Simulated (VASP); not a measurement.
Runs of VASP 6.6.1 on TePb. The structure is that of space group P6_3/mmc (No. 194), or close to it. The cells are those of the table. 

| task | cell | cutoff (eV) | gap on the mesh (eV) | pressure (GPa) |
| --- | --- | --- | --- | --- |
| single point | a = 4.640, b = 4.640, c = 8.037 Å, angles 90.0, 90.0, 120.0°, 4 atoms | 520 | 0.24 | -1.4 |
| single point | a = 4.744, b = 4.744, c = 8.130 Å, angles 90.0, 90.0, 120.0°, 4 atoms | 520 | (a) | -2.9 |
| single point | a = 4.693, b = 4.693, c = 8.083 Å, angles 90.0, 90.0, 120.0°, 4 atoms | 520 | 0.25 | -2.2 |
| relaxation of shape and atoms at fixed volume | relaxed from a = 4.736, b = 4.736, c = 8.158 Å, angles 90.0, 90.0, 120.0°, 4 atoms | 600 | 0.24 | -2.9 |
| relaxation of shape and atoms at fixed volume | relaxed from a = 4.684, b = 4.684, c = 8.113 Å, angles 90.0, 90.0, 120.0°, 4 atoms | 600 | 0.23 | -2.2 |

Alike in all rows: level PBE; potentials or basis VASP PAW PBE potentials, release 64 (Pb_d, Te); no spin polarisation; k mesh 8 × 8 × 6; smearing gaussian 0.05 eV.

**Question.** Fill in the values left out.

**Answer.** (a) 0.26.

Caveats: spin-orbit coupling is left out, which moves the levels of the heavy elements.

A k mesh can miss the band edges, and the runs leave out spin-orbit coupling on Pb, Te.
